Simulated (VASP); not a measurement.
Runs of VASP 6.6.1 on In5Sb. The structure is that of space group F-43m (No. 216), or close to it. The cells are those of the table. 

```tsv
task	cell	k mesh	cutoff (eV)	k mesh for the DOS	occupations for the DOS	gap on the mesh (eV)	pressure (GPa)	largest force (eV/Å)
single point	a = 6.281 Å, angles 60.0°, 6 atoms	4 × 4 × 4	520	-	-	none	(a)	4.38
single point	a = 6.277 Å, angles 60.0°, 6 atoms	4 × 4 × 4	520	-	-	none	0.2	0.02
relaxation of cell and atoms	relaxed from a = 6.281 Å, angles 60.0°, 6 atoms	4 × 4 × 4	600	-	-	none	-0.1	0.02
single point	a = 6.275 Å, angles 60.0°, 6 atoms	8 × 8 × 8	520	-	-	none	0.0	-
```

Alike in all rows: level PBE; potentials or basis VASP PAW PBE potentials, release 64 (In_d, Sb); no spin polarisation; smearing gaussian 0.1 eV.

Task: Fill in the values left out.

Result: (a) 4.8.

Caveats: spin-orbit coupling is left out, which moves the levels of the heavy elements; forces of over 1 eV/Å act on the atoms, so gaps and moduli don't describe the material at rest (some runs).

A k mesh can miss the band edges, and the runs leave out spin-orbit coupling on In, Sb.

A gap of «none» marks levels without a gap at the run's occupations.
